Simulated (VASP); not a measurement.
Si:

```xyz
2
Lattice="-2.3714 2.3714 1.3293 2.3714 -2.3714 1.3293 2.3714 2.3714 -1.3293" Properties=species:S:1:pos:R:3 pbc="T T T"
Si    0.0000    0.0000    1.3293
Si    2.3714    0.0000    0.6646
```

| Quantity | Value |
| --- | --- |
| Program | VASP 6.6.1 |
| Task | relaxation of cell and atoms |
| Functional | PBE |
| Dispersion | D4 |
| Potentials or basis | VASP PAW PBE potentials, release 64 (Si) |
| Cutoff | 600 eV |
| k mesh | 11 × 11 × 11 |
| Occupations | fermi-dirac, width 0.05 eV |
| Spin | no spin polarisation |

At the start: pressure -1.0 GPa; volume 14.95 Å³/atom.

**Question.** Where does the relaxation end?

**Answer.** Over 10 steps the energy falls by 5.0 meV/atom and the volume is 14.76 Å³/atom (-1.2 %); space group I4_1/amd (No. 141, to 0.1 Å) before and after.

Step by step:
```
step  energy change (eV)  largest force (eV/Å)  pressure (GPa)  volume (Å³)
   1              0.0000                0.0000           -1.04        29.90
   2             -0.0023                0.0000            0.48        29.48
   3             -0.0023                0.0000            0.57        29.46
   4             -0.0046                0.0000            0.47        29.47
   5             -0.0085                0.0000            0.17        29.48
   6             -0.0089                0.0000            0.33        29.48
   7             -0.0099                0.0000            0.22        29.48
   8             -0.0099                0.0000            0.22        29.48
   9             -0.0099                0.0000           -0.27        29.60
  10             -0.0100                0.0000            0.03        29.53
```

Final structure:
```
Si
1.0
    -2.39520    2.39520    1.28670
     2.39520   -2.39520    1.28670
     2.39520    2.39520   -1.28670
Si
2
Direct
  0.50000 0.50000 0.00000
  0.25000 0.75000 0.50000
```
